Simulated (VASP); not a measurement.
# Pb (Fd-3m) in VASP: single point with PBE

Aim: the single point of Pb with PBE.

Program: VASP 6.6.1. These are calculated values, not measurements. Logs are shortened: lines on timing, memory, paths and dates and some standing lists are left out, and cuts for length are marked.

**1. The cell of the first run**

Symmetry: Fd-3m, No. 227, cubic system. The conventional cell has a = 6.834 Å, b = 6.834 Å, c = 6.834 Å, α = 90.00°, β = 90.00°, γ = 90.00°. Within 3.9 Å of Pb (site symmetry -43m) lie 4 Pb at 2.96 Å.

This isn't the form of Pb at room conditions, which is fcc.

**2. Single point, PBE**

INCAR reads:

```
SYSTEM = Pb
PREC = Accurate
ENCUT = 520
EDIFF = 1E-6
ISMEAR = -1
SIGMA = 0.05
LREAL = .FALSE.
LASPH = .TRUE.
NELM = 100
ALGO = Normal
ISIF = 2
LWAVE = .FALSE.
LCHARG = .TRUE.
GGA = PE
LELF = .TRUE.
LVHAR = .TRUE.
NBANDS = 21
```

KPOINTS reads:

```
regular mesh
0
G
  8 8 8
  0 0 0
```

POSCAR reads:

```
Pb
1.0
    0.0000000000      3.4168854378      3.4168854378
    3.4168854378      0.0000000000      3.4168854378
    3.4168854378      3.4168854378      0.0000000000
Pb
2
Direct
   -0.1250000000     -0.1250000000     -0.1250000000
    0.1250000000      0.1250000000      0.1250000000
```

Potentials or basis: VASP PAW PBE potentials, release 64 (Pb_d).

Started as:

```console
cat potpaw_PBE.64/Pb_d/POTCAR > POTCAR
mpirun -np 1 vasp_std > vasp.out
```

OUTCAR:

```text
SYSTEM = Pb
   PREC = Accurate
   ENCUT = 520
   EDIFF = 1E-6
   ISMEAR = -1
   LREAL = .FALSE.
   LASPH = .TRUE.
   NELM = 100
   ISIF = 2
   GGA = PE

 ion  position               nearest neighbor table
   1  0.875  0.875  0.875-   2 2.96   2 2.96   2 2.96   2 2.96
   2  0.125  0.125  0.125-   1 2.96   1 2.96   1 2.96   1 2.96

  LATTYP: Found a face centered cubic cell.
 ALAT       =     6.8337708756

  Lattice vectors:

 A1 = (   0.0000000000,   3.4168854378,   3.4168854378)
 A2 = (   3.4168854378,   0.0000000000,   3.4168854378)
 A3 = (   3.4168854378,   3.4168854378,   0.0000000000)

Analysis of symmetry for initial positions (statically):
=====================================================================
 Subroutine PRICEL returns:
 Original cell was already a primitive cell.

 Routine SETGRP: Setting up the symmetry group for a
 face centered cubic supercell.

 Subroutine GETGRP returns: Found 48 space group operations
 (whereof 12 operations were pure point group operations)
 out of a pool of 48 trial point group operations.

The static configuration has the point symmetry D_3d.
 The point group associated with its full space group is O_h .

Analysis of symmetry for dynamics (positions and initial velocities):
=====================================================================
 Subroutine PRICEL returns:
 Original cell was already a primitive cell.

 Routine SETGRP: Setting up the symmetry group for a
 face centered cubic supercell.

 Subroutine GETGRP returns: Found 48 space group operations
 (whereof 12 operations were pure point group operations)
 out of a pool of 48 trial point group operations.

The dynamic configuration has the point symmetry D_3d.
 The point group associated with its full space group is O_h .

 Subroutine INISYM returns: Found 48 space group operations
 (whereof 12 operations are pure point group operations),
 and found     1 'primitive' translations

----------------------------------------------------------------------------------------

                                     Primitive cell

  volume of cell :      79.7850

  direct lattice vectors                    reciprocal lattice vectors
     0.000000000  3.416885438  3.416885438    -0.146332094  0.146332094  0.146332094
     3.416885438  0.000000000  3.416885438     0.146332094 -0.146332094  0.146332094
     3.416885438  3.416885438  0.000000000     0.146332094  0.146332094 -0.146332094

  length of vectors
     4.832205727  4.832205727  4.832205727     0.253454621  0.253454621  0.253454621

  position of ions in fractional coordinates (direct lattice)
     0.875000000  0.875000000  0.875000000
     0.125000000  0.125000000  0.125000000

  ion indices of the primitive-cell ions
   primitive index   ion index
                 1           1
                 2           2

----------------------------------------------------------------------------------------

 KPOINTS: regular mesh

Automatic generation of k-mesh.
 Grid dimensions read from file:
 generate k-points for:    8    8    8

 Generating k-lattice:

  Cartesian coordinates                     Fractional coordinates (reciprocal lattice)
    -0.018291512  0.018291512  0.018291512     0.125000000  0.000000000  0.000000000
     0.018291512 -0.018291512  0.018291512     0.000000000  0.125000000  0.000000000
     0.018291512  0.018291512 -0.018291512     0.000000000  0.000000000  0.125000000

  Length of vectors
     0.031681828  0.031681828  0.031681828

  Shift w.r.t. Gamma in fractional coordinates (k-lattice)
     0.000000000  0.000000000  0.000000000

 Subroutine IBZKPT returns following result:
 ===========================================

 Found     29 irreducible k-points:

 Following reciprocal coordinates:
            Coordinates               Weight
  0.000000  0.000000  0.000000      1.000000
  0.125000  0.000000  0.000000      8.000000
  0.250000  0.000000  0.000000      8.000000
  0.375000  0.000000  0.000000      8.000000
  0.500000  0.000000  0.000000      4.000000
  0.125000  0.125000  0.000000      6.000000
[... 16 lines left out ...]
  0.500000  0.250000  0.125000     48.000000
 -0.375000  0.250000  0.125000     24.000000
 [... further k-points ...]
   k-points           NKPTS =     29   k-points in BZ     NKDIM =     29   number of bands    NBANDS=     21
   number of dos      NEDOS =    301   number of ions     NIONS =      2
   total plane-waves  NPLWV =  46656
   dimension x,y,z NGX =    36 NGY =   36 NGZ =   36
   dimension x,y,z NGXF=    72 NGYF=   72 NGZF=   72
   ions per type =               2
   NGX,Y,Z   is equivalent  to a cutoff of  12.39, 12.39, 12.39 a.u.
   NGXF,Y,Z  is equivalent  to a cutoff of  24.77, 24.77, 24.77 a.u.
 SYSTEM =  Pb
   PREC   = accura    normal or accurate (medium, high low for compatibility)
   ISTART =      0    job   : 0-new  1-cont  2-samecut
   ICHARG =      2    charge: 1-file 2-atom 10-const
   ISPIN  =      1    spin polarized calculation?
   LNONCOLLINEAR =      F non collinear calculations
   LSORBIT =      F    spin-orbit coupling
   LASPH  =      T    aspherical Exc in radial PAW
   ENCUT  =  520.0 eV  38.22 Ry    6.18 a.u.   8.98  8.98  8.98*2*pi/ulx,y,z
   NELM   =    100;   NELMIN=  2; NELMDL= -5     # of ELM steps
   EDIFF  = 0.1E-05   stopping-criterion for ELM
   LREAL  =      F    real-space projection
[... 7 lines left out ...]
   TEBEG  =    0.0;   TEEND  =   0.0 temperature during run
   PSTRESS=    0.0 pullay stress
   NELECT =      28.0000    total number of electrons
   NUPDOWN=      -1.0000    fix difference up-down
   EMIN   =  10.00;   EMAX   =-10.00  energy-range for DOS
   EFERMI =   0.00;   METHOD = LEGACY
   ISMEAR =    -1;   SIGMA  =   0.05  broadening in eV -4-tet -1-fermi 0-gaus
   EFERMI_NEDOS =   21; number of points for ismear=-14 and -15
   IALGO  =     38    algorithm
   IMIX   =      4    mixing-type and parameters
     AMIX     =   0.40;   BMIX     =  1.00
     AMIX_MAG =   1.60;   BMIX_MAG =  1.00
  volume/ion in A,a.u.               =      39.89       269.21
  Fermi-wavevector in a.u.,A,eV,Ry     =   1.154748  2.182157 18.142582  1.333442
  Thomas-Fermi vector in A             =   2.291382
   LORBIT       =      0    0 simple, 1 ext, 2 COOP (PROOUT), +10 PAW based schemes
   GGA     = PE    functional components
   LHFCALC =     F    Hartree Fock is set to
   AEXX    =    0.0000 exact exchange contribution
   IVDW    =     0    specifies the selected vdW correction
   LEPSILON=     F    determine dielectric tensor
   LRPA    =     F    only Hartree local field effects (RPA)
 non-spin polarized calculation
  energy-cutoff  :      520.00
  volume of cell :       79.79
 maximum number of plane-waves:      2180
   NGX = 17   NGY = 17   NGZ = 17

 number of electron      28.0000008 magnetization

 Free energy of the ion-electron system (eV)
  ---------------------------------------------------
  ext. energy  EPLUGINS =         0.00000000
  ---------------------------------------------------
  free energy    TOTEN  =        -6.53928623 eV

  energy without entropy =       -6.53524120  energy(sigma->0) =       -6.53726371

 E-fermi :   4.5761     XC(G=0):  -8.5092

 val. band max:        4.2540276011   @ k =   0.1250   0.1250   0.0000
 cond. band min:       4.5875691974   @ k =  -0.1250   0.1250   0.0000
 fundamental gap:      0.3335415963
 Fermi energy:         4.5760882904

 k-point     1 :       0.0000    0.0000    0.0000
  band No.  band energies     occupation
      1     -12.7195      2.00000
      2     -12.7195      2.00000
      3     -12.7195      2.00000
      4     -12.6399      2.00000
      5     -12.6399      2.00000
      6     -12.1884      2.00000
[... 13 lines left out ...]
     20      12.5276      0.00000
     21      12.5276      0.00000

 k-point     2 :       0.1250    0.0000    0.0000
  band No.  band energies     occupation
      1     -12.7358      2.00000
      2     -12.7358      2.00000
      3     -12.7159      2.00000
      4     -12.6168      2.00000
      5     -12.6168      2.00000
      6     -12.2150      2.00000
[... 13 lines left out ...]
     20      11.8670      0.00000
     21      11.8671      0.00000

 k-point     3 :       0.2500    0.0000    0.0000
  band No.  band energies     occupation
      1     -12.7567      2.00000
      2     -12.7567      2.00000
      3     -12.7069      2.00000
      4     -12.5809      2.00000
      5     -12.5809      2.00000
      6     -12.2455      2.00000
[... 13 lines left out ...]
     20      11.6784      0.00000
     21      11.6784      0.00000

 k-point     4 :       0.3750    0.0000    0.0000
  band No.  band energies     occupation
      1     -12.7675      2.00000
      2     -12.7675      2.00000
      3     -12.6975      2.00000
      4     -12.5583      2.00000
      5     -12.5583      2.00000
      6     -12.2616      2.00000
[... 13 lines left out ...]
     20      12.2953      0.00000
     21      12.2953      0.00000

 k-point     5 :       0.5000    0.0000    0.0000
  band No.  band energies     occupation
      1     -12.7703      2.00000
      2     -12.7703      2.00000
      3     -12.6934      2.00000
      4     -12.5520      2.00000
      5     -12.5520      2.00000
      6     -12.2653      2.00000
[... 13 lines left out ...]
     20      12.5449      0.00000
     21      13.0017      0.00000
[... 382 lines left out ...]
     20      12.8428      0.00000
     21      14.8727      0.00000

 k-point    22 :       0.3750    0.2500    0.1250
  band No.  band energies     occupation
      1     -12.7780      2.00000
      2     -12.7738      2.00000
      3     -12.6907      2.00000
      4     -12.5646      2.00000
      5     -12.5073      2.00000
      6     -12.3618      2.00000
[... 13 lines left out ...]
     20      11.9143      0.00000
     21      12.6127      0.00000

 k-point    23 :       0.5000    0.2500    0.1250
  band No.  band energies     occupation
      1     -12.8029      2.00000
      2     -12.7867      2.00000
      3     -12.6491      2.00000
      4     -12.5328      2.00000
      5     -12.4801      2.00000
      6     -12.3829      2.00000
[... 13 lines left out ...]
     20      12.0366      0.00000
     21      13.0568      0.00000

 k-point    24 :      -0.3750    0.2500    0.1250
  band No.  band energies     occupation
      1     -12.8137      2.00000
      2     -12.7896      2.00000
      3     -12.6297      2.00000
      4     -12.5096      2.00000
      5     -12.4831      2.00000
      6     -12.3765      2.00000
[... 13 lines left out ...]
     20      12.4970      0.00000
     21      13.2366      0.00000

 [... further k-points ...]

------------------------ aborting loop because EDIFF is reached ----------------------------------------

  FORCE on cell =-STRESS in cart. coord.  units (eV):
  Direction    XX          YY          ZZ          XY          YZ          ZX
  --------------------------------------------------------------------------------------
  -------------------------------------------------------------------------------------
  Total        1.5142187      1.5142187      1.5142187      0.0000000      0.0000000      0.0000000
  in kB       30.4073058     30.4073058     30.4073058      0.0000000      0.0000000      0.0000000
  external PRESSURE =      30.4073058 kB  Pullay stress =       0.0000000 kB

 VOLUME and BASIS-vectors are now :
 -----------------------------------------------------------------------------
  energy-cutoff  :      520.00
  volume of cell :       79.79
      direct lattice vectors                 reciprocal lattice vectors
     0.000000000  3.416885438  3.416885438    -0.146332094  0.146332094  0.146332094
     3.416885438  0.000000000  3.416885438     0.146332094 -0.146332094  0.146332094
     3.416885438  3.416885438  0.000000000     0.146332094  0.146332094 -0.146332094

 POSITION                                       TOTAL-FORCE (eV/Angst)
 -----------------------------------------------------------------------------------
      5.97955      5.97955      5.97955        -0.000000      0.000000      0.000000
      0.85422      0.85422      0.85422         0.000000     -0.000000     -0.000000
 -----------------------------------------------------------------------------------
    total drift:                                0.000000      0.000000      0.000000

  FREE ENERGIE OF THE ION-ELECTRON SYSTEM (eV)
  ---------------------------------------------------
  free  energy   TOTEN  =        -6.5392862260 eV

  energy  without entropy=       -6.5352412000  energy(sigma->0) =       -6.53726371
```

Run time: 31 s. Hardware: 1 thread of Intel Xeon Platinum 8259CL at 2.50GHz (Skylake/Cascade Lake), shared host; peak memory 0.21 GiB.

Results:

```yaml
Free_energy: -6.5393 eV
Pressure: 3.0 GPa
Band_gap_on_the_k_mesh: zero (bands 14 and 15 overlap by 1.18 eV)
```

Levels at points of the mesh, in eV from the Fermi level:
| k point | band 12 | band 13 | band 14 | band 15 | band 16 | band 17 |
| --- | --- | --- | --- | --- | --- | --- |
| (0.00, 0.00, 0.00) | -3.88 | 0.35 | 0.35 | 0.35 | 2.37 | 2.37 |
| (0.50, 0.00, 0.00) | -7.19 | -1.01 | -0.83 | -0.83 | 3.50 | 3.50 |
| (0.50, 0.50, 0.00) | -8.59 | -2.08 | -2.08 | 0.80 | 0.80 | 7.24 |

Caveat: the cell stands under pressure; spin-orbit coupling is left out, which moves the levels of the heavy elements.
